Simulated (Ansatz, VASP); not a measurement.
# Two plane-wave programs on Ir

```xyz
1
Lattice="0.0000 1.8699 2.0727 1.8699 0.0000 2.0727 1.8699 1.8699 0.0000" Properties=species:S:1:pos:R:3 pbc="T T T"
Ir    0.0000    0.0000    0.0000
```

Alike in both runs: task single point; functional PBE; k mesh 22 × 22 × 22; occupations gaussian, width 0.15 eV; no spin polarisation.

|  | VASP | Ansatz |
| --- | --- | --- |
| version | VASP 6.6.1 | Ansatz 0.2.0 |
| potentials or method | VASP PAW PBE potentials, release 64 (Ir), cutoff 520 eV | scalar-relativistic, plane waves, PAW |
| valence electrons in the cell | 9 | 17 |

Ansatz gave:

```
gap on the k mesh at the Fermi level (eV)                     : none
pressure (GPa)                                                : 2.7
traceless stress, the component that is largest in VASP (GPa) : -24.44
```

Question: Which values does VASP return?

Answer: gap on the k mesh at the Fermi level (eV): none; pressure (GPa): 3.3; traceless stress, the component that is largest in VASP (GPa): -24.30.

A gap of «none» marks a metal or a gap that the smearing closes. VASP's potentials hold 9 valence electrons a cell and Ansatz's 17, so a difference there can come from the potentials and not from the codes.

Spin-orbit coupling is off throughout.
